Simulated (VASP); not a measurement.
Input of a VASP 6.6.1 run:

File INCAR:

```
  PREC = Accurate
  ENCUT = 520
  EDIFF = 1E-7
  ISMEAR = 0
  SIGMA = 0.05
  LREAL = F
  LASPH = T
  NELM = 150
  ALGO = Normal
  ISIF = 2
  LWAVE = F
  LCHARG = F
  ISPIN = 2
  MAGMOM = 2.8 0
  LORBIT = 11
  LMAXMIX = 4
  GGA = CA
  NBANDS = 20
```

The input KPOINTS:

```
Automatic mesh
0
Gamma
  10 10 10
```

File POSCAR:

```
MnS
1.0
    3.0990400000      0.0000000000      0.0000000000
    0.0000000000      3.0990400000      0.0000000000
    0.0000000000      0.0000000000      3.0990400000
Mn S
1 1
Direct
    0.5000000000      0.5000000000      0.5000000000
    0.0000000000      0.0000000000      0.0000000000
```

Potentials or basis: VASP PAW LDA potentials, release 64 (Mn_pv, S).

Launch:

```sh
$ cat potpaw_LDA.64/Mn_pv/POTCAR potpaw_LDA.64/S/POTCAR > POTCAR
$ mpirun -np 1 vasp_std > vasp.out
```

**Question.** Estimate the pressure.

**Answer.** -18.7 GPa.

**Question.** Predict the net moment.

**Answer.** 3.18 μB per cell.

**Question.** Predict the site moments.

**Answer.** Mn +3.15; S -0.09 μB.

Caveat: the cell stands under tension; a cell with one magnetic atom can't hold antiferromagnetic order, which such compounds often take.
